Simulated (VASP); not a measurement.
Here is a VASP 6.6.1 calculation.

Contents of POSCAR:

```
AlN
1.0
    3.1110021516      0.0000000000      0.0000000000
   -1.5555010758      2.6942068945      0.0336775862
    0.0000000000      0.0622250000      4.9780000000
Al N
2 2
Direct
    0.3333333333      0.6666666667      0.0000000000
    0.6666666667      0.3333333333      0.5000000000
    0.3333333333      0.6666666667      0.3850000000
    0.6666666667      0.3333333333      0.8850000000
```

The input INCAR.step1:

```
PREC = Accurate
ENCUT = 520
ISMEAR = 0
SIGMA = 0.05
LREAL = F
LASPH = T
NELM = 80
NBANDS = 16
GGA = PE
ALGO = Normal
EDIFF = 1E-4
LWAVE = T
LCHARG = F
```

INCAR.step2

```
PREC = Accurate
ENCUT = 520
EDIFF = 1E-6
ISMEAR = 0
SIGMA = 0.05
LREAL = F
LASPH = T
NELM = 80
ALGO = Normal
ISIF = 2
LWAVE = F
LCHARG = F
METAGGA = R2SCAN
LMIXTAU = T
NBANDS = 16
ISTART = 1
```

The input KPOINTS:

```
regular mesh
0
Gamma
  12 12 6
```

Potentials or basis: VASP PAW PBE potentials, release 64 (Al, N).

Command:

```sh
$ cat potpaw_PBE.64/Al/POTCAR potpaw_PBE.64/N/POTCAR > POTCAR
$ cp INCAR.step1 INCAR
$ mpirun -np 1 vasp_std > vasp.out
$ cp INCAR.step2 INCAR
$ mpirun -np 1 vasp_std > vasp.out
```

Question: Predict the band gap on the k mesh.

Answer: 4.82 eV.

Question: Predict the largest force.

Answer: 0.244 eV/Å.

Question: Estimate the pressure.

Answer: -1.0 GPa.

Forces on the atoms (eV/Å):
```
Al   0.000 -0.138  0.200
Al   0.000 -0.121  0.199
N    0.000  0.119 -0.199
N    0.000  0.141 -0.200
```

Caveat: the cell differs from its parent crystal (strain +0.0250 x Voigt [0, 0, 0, 1, 0, 0]); the PAW data sets were made with another functional, which shifts forces and pressure a little. A k mesh can miss the band edges.
